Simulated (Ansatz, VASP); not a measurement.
BP in VASP and in Ansatz

Contents of INCAR:

```
PREC = Accurate
ENCUT = 500
EDIFF = 1E-6
ISMEAR = -1
SIGMA = 0.1
LREAL = F
LASPH = T
NELM = 120
ALGO = Normal
ISIF = 2
LWAVE = F
LCHARG = T
GGA = PS
LELF = T
LVHAR = T
NBANDS = 11
GGA_COMPAT = F
```

The input KPOINTS:

```
regular mesh
0
Gamma
  15 15 15
```

The input POSCAR:

```
BP
1.0
    0.0000000000      1.9911990072      1.9911990072
    1.9911990072      0.0000000000      1.9911990072
    1.9911990072      1.9911990072      0.0000000000
B P
1 1
Direct
    0.0000000000      0.0000000000      0.0000000000
    0.5000000000      0.5000000000      0.5000000000
```

Input for Ansatz:

```yaml
crystal:
  lattice:
    - [0.0, 1.9911990072, 1.9911990072]
    - [1.9911990072, 0.0, 1.9911990072]
    - [1.9911990072, 1.9911990072, 0.0]
  atoms:
    - { symbol: B, position: [0.0, 0.0, 0.0] }
    - { symbol: P, position: [0.5, 0.5, 0.5] }
kpoints:
  mp_grid: { grid: [15, 15, 15] }
  band_path:
    path:
      - [0.0, 0.0, 0.0]
      - [0.5, 0.0, 0.5]
      - [0.625, 0.25, 0.625]
      - [0.375, 0.375, 0.75]
      - [0.0, 0.0, 0.0]
      - [0.5, 0.5, 0.5]
      - [0.5, 0.25, 0.75]
      - [0.5, 0.0, 0.5]
    npoints: 8
scf:
  occupations: { method: fermi_dirac, width: 0.1 }
hamiltonian:
  xc: pbesol
  pseudopotentials: { kind: all_electron, lapw: { basis_error: 0.001 } }
output:
  forces: true
  stress: true
  eigenvalues: true
  populations: true
  dos: { projected: true, de: 0.2, e_range: [-14, 8] }
```

Change from the starting cell: volume scaled by 0.8, LAPW.

Alike in both runs: task single point; functional PBEsol; k mesh 15 × 15 × 15; occupations fermi-dirac, width 0.1 eV; no spin polarisation.

|  | VASP | Ansatz |
| --- | --- | --- |
| version | VASP 6.6.1 | Ansatz 0.2.0 |
| potentials or method | VASP PAW PBE potentials, release 64 (B, P), cutoff 500 eV | all-electron LAPW, scalar-relativistic |

VASP gave:

| Quantity | Value |
| --- | --- |
| pressure (GPa) | 57.3 |

Which values does Ansatz return?

Pressure (GPa): 57.0.

VASP's potentials were made for PBE, not for PBEsol. Both programs put the cell under a high pressure, so it lies far from rest at this level. Ansatz ran all-electron here, and VASP with PAW potentials.
